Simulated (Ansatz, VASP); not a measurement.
# BiPbIO2 in VASP and in Ansatz

```xyz
5
Lattice="-1.9851 1.9851 6.7039 1.9851 -1.9851 6.7039 1.9851 1.9851 -6.7039" Properties=species:S:1:pos:R:3 pbc="T T T"
Bi    0.0000    0.0000    4.5162
Pb    0.0000    0.0000    8.8372
I     0.0000    0.0000   13.2915
O     0.0000    1.9851    3.4373
O     1.9851    0.0000    3.4373
```

Alike in both runs: functional LDA; k mesh 8 × 8 × 8; occupations gaussian, width 0.1 eV; no spin polarisation.

Ansatz relaxed the structure, and its values are those at the end. VASP's run is a single point on that final structure, the one shown.

|  | VASP | Ansatz |
| --- | --- | --- |
| version | VASP 6.6.1 | Ansatz 0.2.0 |
| potentials or method | VASP PAW LDA potentials, release 64 (Bi_d, Pb_d, I, O), cutoff 520 eV | scalar-relativistic, plane waves, PAW |
| valence electrons in the cell | 48 | 58 |

VASP gave:

- gap on the k mesh at the Fermi level (eV): 1.64
- least direct gap on the mesh (eV): 2.14
- pressure (GPa): 0.2
- rms of the force components (eV/Å): 0.029

**Question.** What did Ansatz give for the same quantities?

**Answer.** gap on the k mesh at the Fermi level (eV): 1.66; least direct gap on the mesh (eV): 2.15; pressure (GPa): -0.1; rms of the force components (eV/Å): 0.002.

LDA's correlation is that of Perdew and Zunger in VASP and of Perdew and Wang (1992) in Ansatz. VASP's potentials hold 48 valence electrons a cell and Ansatz's 58, so a difference there can come from the potentials and not from the codes.

Spin-orbit coupling is off throughout.
